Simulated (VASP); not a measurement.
# KMgF3 (Pm-3m) in VASP: a series of runs

The runs below take KMgF3 through single point, with PBE.

All numbers are computed with VASP 6.6.1; they aren't measurements. Logs are shortened: lines on timing, memory, paths and dates and some standing lists are left out, and cuts for length are marked.

**1. The cell of the first run**

The structure is cubic, space group Pm-3m (No. 221). The conventional cell has a = 3.924 Å, b = 3.924 Å, c = 3.924 Å, α = 90.00°, β = 90.00°, γ = 90.00°. K (site symmetry m-3m) has 12 F at 2.77 Å and 8 Mg at 3.40 Å within 3.7 Å. Within 2.6 Å of Mg (site symmetry m-3m) lie 6 F at 1.96 Å. Within 2.6 Å of F (site symmetry 4/mmm) lie 2 Mg at 1.96 Å.

**2. Single point, PBE**

File INCAR:

```
SYSTEM = KMgF3
  PREC = Accurate
  ENCUT = 520
  EDIFF = 1E-6
  ISMEAR = 0
  SIGMA = 0.02
  LREAL = .False.
  LASPH = .True.
  NELM = 60
  ALGO = Normal
  ISIF = 2
  LWAVE = .False.
  LCHARG = .False.
  GGA = PE
  NBANDS = 24
```

File KPOINTS:

```
Automatic mesh
0
Gamma
  6 6 6
  0 0 0
```

File POSCAR:

```
KMgF3
1.0
    3.9243909128      0.0000000000      0.0000000000
    0.0000000000      3.9243909128      0.0000000000
    0.0000000000      0.0000000000      3.9243909128
K Mg F
1 1 3
Direct
    0.5000000000      0.5000000000      0.5000000000
    0.0000000000      0.0000000000      0.0000000000
    0.0000000000      0.5000000000      0.0000000000
    0.0000000000      0.0000000000      0.5000000000
    0.5000000000      0.0000000000      0.0000000000
```

Potentials or basis: VASP PAW PBE potentials, release 64 (K_sv, Mg, F).

Started as:

```bash
$ cat potpaw_PBE.64/K_sv/POTCAR potpaw_PBE.64/Mg/POTCAR potpaw_PBE.64/F/POTCAR > POTCAR
$ mpirun -np 1 vasp_std > vasp.out
```

OUTCAR:

```text
SYSTEM = KMgF3
   PREC = Accurate
   ENCUT = 520
   EDIFF = 1E-6
   ISMEAR = 0
   LREAL = .False.
   LASPH = .True.
   NELM = 60
   ISIF = 2
   GGA = PE

 ion  position               nearest neighbor table
   1  0.500  0.500  0.500-   3 2.77   4 2.77   5 2.77   3 2.77   5 2.77   4 2.77   5 2.77   5 2.77
                             3 2.77   4 2.77   3 2.77   4 2.77   2 3.40   2 3.40   2 3.40   2 3.40
   2  0.000  0.000  0.000-   3 1.96   4 1.96   5 1.96   4 1.96   3 1.96   5 1.96   1 3.40   1 3.40
                             1 3.40   1 3.40   1 3.40   1 3.40   1 3.40   1 3.40
   3  0.000  0.500  0.000-   2 1.96   2 1.96   1 2.77   1 2.77   1 2.77   1 2.77
   4  0.000  0.000  0.500-   2 1.96   2 1.96   1 2.77   1 2.77   1 2.77   1 2.77
   5  0.500  0.000  0.000-   2 1.96   2 1.96   1 2.77   1 2.77   1 2.77   1 2.77

  LATTYP: Found a simple cubic cell.
 ALAT       =     3.9243909128

  Lattice vectors:

 A1 = (   3.9243909128,   0.0000000000,   0.0000000000)
 A2 = (   0.0000000000,   3.9243909128,   0.0000000000)
 A3 = (   0.0000000000,   0.0000000000,   3.9243909128)

Analysis of symmetry for initial positions (statically):
=====================================================================
 Subroutine PRICEL returns:
 Original cell was already a primitive cell.

 Routine SETGRP: Setting up the symmetry group for a
 simple cubic supercell.

 Subroutine GETGRP returns: Found 48 space group operations
 (whereof 48 operations were pure point group operations)
 out of a pool of 48 trial point group operations.

The static configuration has the point symmetry O_h .

Analysis of symmetry for dynamics (positions and initial velocities):
=====================================================================
 Subroutine PRICEL returns:
 Original cell was already a primitive cell.

 Routine SETGRP: Setting up the symmetry group for a
 simple cubic supercell.

 Subroutine GETGRP returns: Found 48 space group operations
 (whereof 48 operations were pure point group operations)
 out of a pool of 48 trial point group operations.

The dynamic configuration has the point symmetry O_h .

 Subroutine INISYM returns: Found 48 space group operations
 (whereof 48 operations are pure point group operations),
 and found     1 'primitive' translations

----------------------------------------------------------------------------------------

                                     Primitive cell
[... 92 lines left out ...]
   EDIFF  = 0.1E-05   stopping-criterion for ELM
   LREAL  =      F    real-space projection
   EDIFFG = 0.1E-04   stopping-criterion for IOM
   NSW    =      0    number of steps for IOM
   IBRION =     -1    ionic relax: 0-MD 1-quasi-New 2-CG
   NFREE  =      0    steps in history (QN), initial steepest desc. (CG)
   ISIF   =      2    stress and relaxation
   ISYM   =      2    0-nonsym 1-usesym 2-fastsym
   POTIM  = 0.5000    time-step for ionic-motion
   TEBEG  =    0.0;   TEEND  =   0.0 temperature during run
   PSTRESS=    0.0 pullay stress
   NELECT =      32.0000    total number of electrons
   NUPDOWN=      -1.0000    fix difference up-down
   EMIN   =  10.00;   EMAX   =-10.00  energy-range for DOS
   EFERMI =   0.00;   METHOD = LEGACY
   ISMEAR =     0;   SIGMA  =   0.02  broadening in eV -4-tet -1-fermi 0-gaus
   EFERMI_NEDOS =   21; number of points for ismear=-14 and -15
   IALGO  =     38    algorithm
   IMIX   =      4    mixing-type and parameters
     AMIX     =   0.40;   BMIX     =  1.00
     AMIX_MAG =   1.60;   BMIX_MAG =  1.00
  volume/ion in A,a.u.               =      12.09        81.57
  Fermi-wavevector in a.u.,A,eV,Ry     =   1.324400  2.502753 23.865106  1.754036
  Thomas-Fermi vector in A             =   2.453938
   LORBIT       =      0    0 simple, 1 ext, 2 COOP (PROOUT), +10 PAW based schemes
   GGA     = PE    functional components
   LHFCALC =     F    Hartree Fock is set to
   AEXX    =    0.0000 exact exchange contribution
   IVDW    =     0    specifies the selected vdW correction
   LEPSILON=     F    determine dielectric tensor
   LRPA    =     F    only Hartree local field effects (RPA)
 non-spin polarized calculation
 Gauss-broadening in eV      SIGMA  =   0.02
  energy-cutoff  :      520.00
  volume of cell :       60.44
 maximum number of plane-waves:      1647
 NGX is ok and might be reduce to    30
   NGX = 15   NGY = 15   NGZ = 15

 number of electron      31.9999978 magnetization

 Free energy of the ion-electron system (eV)
  ---------------------------------------------------
  ext. energy  EPLUGINS =         0.00000000
  ---------------------------------------------------
  free energy    TOTEN  =       -24.31106791 eV

  energy without entropy =      -24.31106791  energy(sigma->0) =      -24.31106791

 E-fermi :  -1.2424     XC(G=0):  -9.9184

 val. band max:       -1.3571636768   @ k =   0.5000   0.5000   0.5000
 cond. band min:       6.3110596337   @ k =   0.0000   0.0000   0.0000
 fundamental gap:      7.6682233105
 Fermi energy:        -1.2423601933

 k-point     1 :       0.0000    0.0000    0.0000
  band No.  band energies     occupation
      1     -26.9219      2.00000
      2     -21.6032      2.00000
      3     -20.8857      2.00000
      4     -20.8857      2.00000
      5     -10.4208      2.00000
      6     -10.4208      2.00000
[... 529 lines left out ...]
     23      14.2843      0.00000
     24      14.2843      0.00000

------------------------ aborting loop because EDIFF is reached ----------------------------------------

  FORCE on cell =-STRESS in cart. coord.  units (eV):
  Direction    XX          YY          ZZ          XY          YZ          ZX
  --------------------------------------------------------------------------------------
  -------------------------------------------------------------------------------------
  Total        2.8748318      2.8748318      2.8748318     -0.0000000     -0.0000000      0.0000000
  in kB       76.2089954     76.2089954     76.2089954     -0.0000000     -0.0000000      0.0000000
  external PRESSURE =      76.2089954 kB  Pullay stress =       0.0000000 kB

 VOLUME and BASIS-vectors are now :
 -----------------------------------------------------------------------------
  energy-cutoff  :      520.00
  volume of cell :       60.44
      direct lattice vectors                 reciprocal lattice vectors
     3.924390913  0.000000000  0.000000000     0.254816613  0.000000000  0.000000000
     0.000000000  3.924390913  0.000000000     0.000000000  0.254816613  0.000000000
     0.000000000  0.000000000  3.924390913     0.000000000  0.000000000  0.254816613

 POSITION                                       TOTAL-FORCE (eV/Angst)
 -----------------------------------------------------------------------------------
      1.96220      1.96220      1.96220         0.000000      0.000000      0.000000
      0.00000      0.00000      0.00000         0.000000      0.000000      0.000000
      0.00000      1.96220      0.00000         0.000000      0.000000      0.000000
      0.00000      0.00000      1.96220         0.000000      0.000000      0.000000
      1.96220      0.00000      0.00000         0.000000      0.000000      0.000000
 -----------------------------------------------------------------------------------
    total drift:                                0.000000     -0.000000      0.000000

  FREE ENERGIE OF THE ION-ELECTRON SYSTEM (eV)
  ---------------------------------------------------
  free  energy   TOTEN  =       -24.3110679052 eV

  energy  without entropy=      -24.3110679052  energy(sigma->0) =      -24.31106791
```

stdout:

```text
POSCAR found type information on POSCAR K MgF
 POSCAR found :  3 types and       5 ions
 scaLAPACK will be used
 LDA part: xc-table for (Slater+PW92), standard interpolation
 POSCAR, INCAR and KPOINTS ok, starting setup
 FFT: planning ... GRIDC
 FFT: planning ... GRID_SOFT
 FFT: planning ... GRID
 WAVECAR not read
 entering main loop
```

It took 25 s on 1 thread of Intel Xeon Platinum 8488C (Sapphire Rapids), shared host; peak memory 0.18 GiB.

What came out:

```yaml
Free_energy: -24.3111 eV
Pressure: 7.6 GPa
Band_gap_on_the_k_mesh: 7.67 eV, indirect (least direct gap 7.99 eV)
```

A k mesh can miss the band edges. As with any semilocal functional, this PBE gap is likely too small.

**3. Single point, PBE**

This run uses another cell than the first one, of 12.80 Å³/atom, 1.059 times its volume.

File INCAR:

```
PREC = Accurate ; ENCUT = 520
EDIFF = 1E-6 ; ISMEAR = 0
SIGMA = 0.02 ; LREAL = F
LASPH = T ; NELM = 100
ALGO = Normal ; ISIF = 2
LWAVE = F ; LCHARG = F
GGA = PE ; NBANDS = 24
```

File KPOINTS:

```
Automatic mesh
0
Gamma
  6 6 6
```

Edit POSCAR of step 2 so:

```diff
@@ -2,5 +2,5 @@
 1.0
-    3.9243909128      0.0000000000      0.0000000000
-    0.0000000000      3.9243909128      0.0000000000
-    0.0000000000      0.0000000000      3.9243909128
+    4.0000105518      0.0000000000      0.0000000000
+    0.0000000000      4.0000105518      0.0000000000
+    0.0000000000      0.0000000000      4.0000105518
 K Mg F
```

Potentials or basis: VASP PAW PBE potentials, release 64 (K_sv, Mg, F).

Started as:

```bash
$ cat potpaw_PBE.64/K_sv/POTCAR potpaw_PBE.64/Mg/POTCAR potpaw_PBE.64/F/POTCAR > POTCAR
$ mpirun -np 1 vasp_std > vasp.out
```

Wall time 27 s (1 thread of Intel Xeon Platinum 8488C (Sapphire Rapids), shared host); peak memory 0.18 GiB.

It converged, with:

- Free energy: -24.4282 eV
- Pressure: 2.5 GPa
- Band gap on the k mesh: 7.22 eV, indirect (least direct gap 7.55 eV)

Levels at points of the mesh, in eV from the valence-band top:
```tsv
k point	band 13	band 14	band 15	band 16	band 17	band 18	band 19	band 20
(0.00, 0.00, 0.00)	-0.61	-0.32	-0.32	-0.32	7.22	10.07	10.07	12.21
(0.50, 0.00, 0.00)	-0.85	-0.85	-0.52	-0.52	10.05	10.34	11.09	12.76
(0.50, 0.50, 0.00)	-1.02	-0.88	-0.88	-0.02	10.85	11.65	12.53	12.53
(0.50, 0.50, 0.50)	-1.11	0.00	0.00	0.00	10.40	10.40	10.40	13.91
```

A k mesh can miss the band edges.

**4. Single point, PBE**

This run uses another cell than the first one, of 13.32 Å³/atom, 1.102 times its volume.

File INCAR:

```
SYSTEM = KMgF3
  PREC = Accurate
  ENCUT = 520
  EDIFF = 1E-7
  ISMEAR = 0
  SIGMA = 0.02
  LREAL = .FALSE.
  LASPH = .TRUE.
  NELM = 60
  ALGO = Normal
  ISIF = 2
  LWAVE = .FALSE.
  LCHARG = .FALSE.
  GGA = PE
  NBANDS = 24
```

File KPOINTS:

```
Automatic mesh
0
G
  6 6 6
  0 0 0
```

Edit POSCAR of step 3 so:

```diff
@@ -2,5 +2,5 @@
 1.0
-    4.0000105518      0.0000000000      0.0000000000
-    0.0000000000      4.0000105518      0.0000000000
-    0.0000000000      0.0000000000      4.0000105518
+    4.0538823502      0.0000000000      0.0000000000
+    0.0000000000      4.0538823502      0.0000000000
+    0.0000000000      0.0000000000      4.0538823502
 K Mg F
```

Potentials or basis: VASP PAW PBE potentials, release 64 (K_sv, Mg, F).

Started as:

```bash
$ cat potpaw_PBE.64/K_sv/POTCAR potpaw_PBE.64/Mg/POTCAR potpaw_PBE.64/F/POTCAR > POTCAR
$ mpirun -np 1 vasp_std > vasp.out
```

OUTCAR:

```text
SYSTEM = KMgF3
   PREC = Accurate
   ENCUT = 520
   EDIFF = 1E-7
   ISMEAR = 0
   LREAL = .FALSE.
   LASPH = .TRUE.
   NELM = 60
   ISIF = 2
   GGA = PE

 ion  position               nearest neighbor table
   1  0.500  0.500  0.500-   2 3.51   2 3.51   2 3.51   2 3.51   2 3.51   2 3.51   2 3.51   2 3.51

   2  0.000  0.000  0.000-   3 2.03   4 2.03   5 2.03   4 2.03   3 2.03   5 2.03   1 3.51   1 3.51
                             1 3.51   1 3.51   1 3.51   1 3.51   1 3.51   1 3.51
   3  0.000  0.500  0.000-   2 2.03   2 2.03
   4  0.000  0.000  0.500-   2 2.03   2 2.03
   5  0.500  0.000  0.000-   2 2.03   2 2.03

  LATTYP: Found a simple cubic cell.
 ALAT       =     4.0538823502

  Lattice vectors:

 A1 = (   4.0538823502,   0.0000000000,   0.0000000000)
 A2 = (   0.0000000000,   4.0538823502,   0.0000000000)
 A3 = (   0.0000000000,   0.0000000000,   4.0538823502)

Analysis of symmetry for initial positions (statically):
=====================================================================
 Subroutine PRICEL returns:
 Original cell was already a primitive cell.

 Routine SETGRP: Setting up the symmetry group for a
 simple cubic supercell.

 Subroutine GETGRP returns: Found 48 space group operations
 (whereof 48 operations were pure point group operations)
 out of a pool of 48 trial point group operations.

The static configuration has the point symmetry O_h .

Analysis of symmetry for dynamics (positions and initial velocities):
=====================================================================
 Subroutine PRICEL returns:
 Original cell was already a primitive cell.

 Routine SETGRP: Setting up the symmetry group for a
 simple cubic supercell.

 Subroutine GETGRP returns: Found 48 space group operations
 (whereof 48 operations were pure point group operations)
[... 120 lines left out ...]
   IALGO  =     38    algorithm
   IMIX   =      4    mixing-type and parameters
     AMIX     =   0.40;   BMIX     =  1.00
     AMIX_MAG =   1.60;   BMIX_MAG =  1.00
  volume/ion in A,a.u.               =      13.32        89.92
  Fermi-wavevector in a.u.,A,eV,Ry     =   1.282095  2.422809 22.364831  1.643769
  Thomas-Fermi vector in A             =   2.414427
   LORBIT       =      0    0 simple, 1 ext, 2 COOP (PROOUT), +10 PAW based schemes
   GGA     = PE    functional components
   LHFCALC =     F    Hartree Fock is set to
   AEXX    =    0.0000 exact exchange contribution
   IVDW    =     0    specifies the selected vdW correction
   LEPSILON=     F    determine dielectric tensor
   LRPA    =     F    only Hartree local field effects (RPA)
 non-spin polarized calculation
 Gauss-broadening in eV      SIGMA  =   0.02
  energy-cutoff  :      520.00
  volume of cell :       66.62
 maximum number of plane-waves:      1856
   NGX = 15   NGY = 15   NGZ = 15

 number of electron      31.9999960 magnetization

 Free energy of the ion-electron system (eV)
  ---------------------------------------------------
  ext. energy  EPLUGINS =         0.00000000
  ---------------------------------------------------
  free energy    TOTEN  =       -24.44983478 eV

  energy without entropy =      -24.44983478  energy(sigma->0) =      -24.44983478

 E-fermi :  -1.7509     XC(G=0):  -9.4346

 val. band max:       -1.8491369424   @ k =   0.5000   0.5000   0.5000
 cond. band min:       5.0816787701   @ k =   0.0000   0.0000   0.0000
 fundamental gap:      6.9308157124
 Fermi energy:        -1.7509266224

 k-point     1 :       0.0000    0.0000    0.0000
  band No.  band energies     occupation
      1     -27.6092      2.00000
      2     -21.8379      2.00000
      3     -21.2485      2.00000
      4     -21.2485      2.00000
      5     -11.0944      2.00000
      6     -11.0944      2.00000
[... 529 lines left out ...]
     23      12.6373      0.00000
     24      12.8137      0.00000

------------------------ aborting loop because EDIFF is reached ----------------------------------------

  FORCE on cell =-STRESS in cart. coord.  units (eV):
  Direction    XX          YY          ZZ          XY          YZ          ZX
  --------------------------------------------------------------------------------------
  -------------------------------------------------------------------------------------
  Total       -0.1676825     -0.1676825     -0.1676825     -0.0000000      0.0000000     -0.0000000
  in kB       -4.0325983     -4.0325983     -4.0325983     -0.0000000      0.0000000     -0.0000000
  external PRESSURE =      -4.0325983 kB  Pullay stress =       0.0000000 kB

 VOLUME and BASIS-vectors are now :
 -----------------------------------------------------------------------------
  energy-cutoff  :      520.00
  volume of cell :       66.62
      direct lattice vectors                 reciprocal lattice vectors
     4.053882350  0.000000000  0.000000000     0.246677114  0.000000000  0.000000000
     0.000000000  4.053882350  0.000000000     0.000000000  0.246677114  0.000000000
     0.000000000  0.000000000  4.053882350     0.000000000  0.000000000  0.246677114

 POSITION                                       TOTAL-FORCE (eV/Angst)
 -----------------------------------------------------------------------------------
      2.02694      2.02694      2.02694         0.000000      0.000000      0.000000
      0.00000      0.00000      0.00000         0.000000      0.000000      0.000000
      0.00000      2.02694      0.00000         0.000000      0.000000      0.000000
      0.00000      0.00000      2.02694         0.000000      0.000000      0.000000
      2.02694      0.00000      0.00000         0.000000      0.000000      0.000000
 -----------------------------------------------------------------------------------
    total drift:                                0.000000     -0.000000      0.000000

  FREE ENERGIE OF THE ION-ELECTRON SYSTEM (eV)
  ---------------------------------------------------
  free  energy   TOTEN  =       -24.4498347789 eV

  energy  without entropy=      -24.4498347789  energy(sigma->0) =      -24.44983478
```

stdout:

```text
POSCAR found type information on POSCAR K MgF
 POSCAR found :  3 types and       5 ions
 scaLAPACK will be used
 LDA part: xc-table for (Slater+PW92), standard interpolation
 POSCAR, INCAR and KPOINTS ok, starting setup
 FFT: planning ... GRIDC
 FFT: planning ... GRID_SOFT
 FFT: planning ... GRID
 WAVECAR not read
 entering main loop
```

Wall time 30 s (1 thread of Intel Xeon Platinum 8488C (Sapphire Rapids), shared host); peak memory 0.18 GiB.

Results:

```
Free energy            : -24.4498 eV
Pressure               : -0.4 GPa
Band gap on the k mesh : 6.93 eV, indirect (least direct gap 7.25 eV)
```

A k mesh can miss the band edges.

**5. Overview**

| cell | gap on the mesh (eV) | pressure (GPa) |
| --- | --- | --- |
| a = 3.924 Å, 5 atoms | 7.67 | 7.6 |
| a = 4.000 Å, 5 atoms | 7.22 | 2.5 |
| a = 4.054 Å, 5 atoms | 6.93 | -0.4 |

Alike in all rows: task single point; level PBE; potentials or basis VASP PAW PBE potentials, release 64 (K_sv, Mg, F); no spin polarisation; k mesh 6 × 6 × 6; cutoff (eV) 520; smearing gaussian 0.02 eV.

Absolute energies hang on the potentials; compare differences alone.
